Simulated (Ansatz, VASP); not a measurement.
## SnSe2 in VASP and in Ansatz

```
Sn Se
1.0
     3.87175    0.00000    0.00000
    -1.93587    3.35303    0.00000
     0.00000    0.00000    6.98808
Sn Se
1 2
Direct
  0.00000 0.00000 0.00000
  0.33333 0.66667 0.22815
  0.66667 0.33333 0.77185
```

Alike in both runs: task single point; functional r2SCAN; k mesh 12 × 12 × 4; occupations gaussian, width 0.02 eV; no spin polarisation.

|  | VASP | Ansatz |
| --- | --- | --- |
| version | VASP 6.6.1 | Ansatz 0.2.0 |
| potentials or method | VASP PAW PBE potentials, release 64 (Sn_d, Se), cutoff 520 eV | scalar-relativistic, plane waves, PAW |
| valence electrons in the cell | 26 | 46 |

```csv
,VASP,Ansatz,Ansatz less VASP
gap on the k mesh at the Fermi level (eV),0.98,0.97,-0.003
least direct gap on the mesh (eV),1.36,1.36,-0.002
pressure (GPa),-1.8,-1.8,-0.03
"traceless stress, the component that is largest in VASP (GPa)",-0.19,-0.19,+0.006
rms of the force components (eV/Å),0.121,0.126,+0.0049
```

VASP's potentials were made for PBE, not for r2SCAN. Atom by atom the forces differ by 0.005 eV/Å (rms over components). VASP's potentials hold 26 valence electrons a cell and Ansatz's 46, so a difference there can come from the potentials and not from the codes.
